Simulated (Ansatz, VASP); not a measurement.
## Be2Pd in VASP and in Ansatz

Contents of INCAR:

```
  PREC = Accurate
  ENCUT = 600
  EDIFF = 1E-7
  ISMEAR = 0
  SIGMA = 0.1
  LREAL = False
  LASPH = True
  NELM = 80
  ALGO = Fast
  ISIF = 3
  LWAVE = False
  LCHARG = False
  GGA = PE
  IBRION = 2
  NSW = 100
  EDIFFG = -0.01
```

Contents of KPOINTS:

```
Automatic mesh
0
Gamma
  12 12 18
```

The input POSCAR:

```
Be2Pd
1.0
    3.8401058713      0.0000000000      0.0000000000
    0.0000000000      3.8401058713      0.0000000000
    0.0000000000      0.0000000000      2.6509846175
Be Pd
2 1
Direct
    0.5000000000      0.0000000000      0.0000000000
    0.0000000000      0.5000000000      0.0000000000
    0.0000000000      0.0000000000      0.5000000000
```

Input for Ansatz:

```yaml
crystal:
  lattice:
    - [3.8401058713, 0.0, 0.0]
    - [0.0, 3.8401058713, 0.0]
    - [0.0, 0.0, 2.6509846175]
  atoms:
    - { symbol: Be, position: [0.5, 0.0, 0.0] }
    - { symbol: Be, position: [0.0, 0.5, 0.0] }
    - { symbol: Pd, position: [0.0, 0.0, 0.5] }
basis:
  ecutwfc: 420
kpoints:
  mp_grid: { grid: [12, 12, 18] }
hamiltonian:
  xc: pbe
scf:
  occupations: { method: gaussian, width: 0.1 }
output:
  forces: true
  stress: true
  eigenvalues: true
  write_density: true
  write_potential: true
  elf: true
  volumetric_format: npy
relax:
  adjacent_minimum: "off"
  f_tol: 0.01
  max_steps: 80
  cell: { stress_tol: 0.05 }
```

Alike in both runs: task relaxation of cell and atoms; functional PBE; k mesh 12 × 12 × 18; occupations gaussian, width 0.1 eV; no spin polarisation.

|  | VASP | Ansatz |
| --- | --- | --- |
| version | VASP 6.6.1 | Ansatz 0.2.0 |
| potentials or method | VASP PAW PBE potentials, release 64 (Be, Pd), cutoff 600 eV | scalar-relativistic, plane waves, PAW |
| valence electrons in the cell | 14 | 22 |

```csv
,VASP,Ansatz,Ansatz less VASP
"gap on the k mesh at the Fermi level, each at its own relaxed structure (eV)",none,none,-
relaxed volume (Å³/atom),13.03,13.04,+0.004
relaxed length of the cell vector where the two differ most in proportion (Å),3.842,3.842,+0.0004
```

A gap of «none» marks a metal or a gap that the smearing closes. VASP's potentials hold 14 valence electrons a cell and Ansatz's 22, so a difference there can come from the potentials and not from the codes.
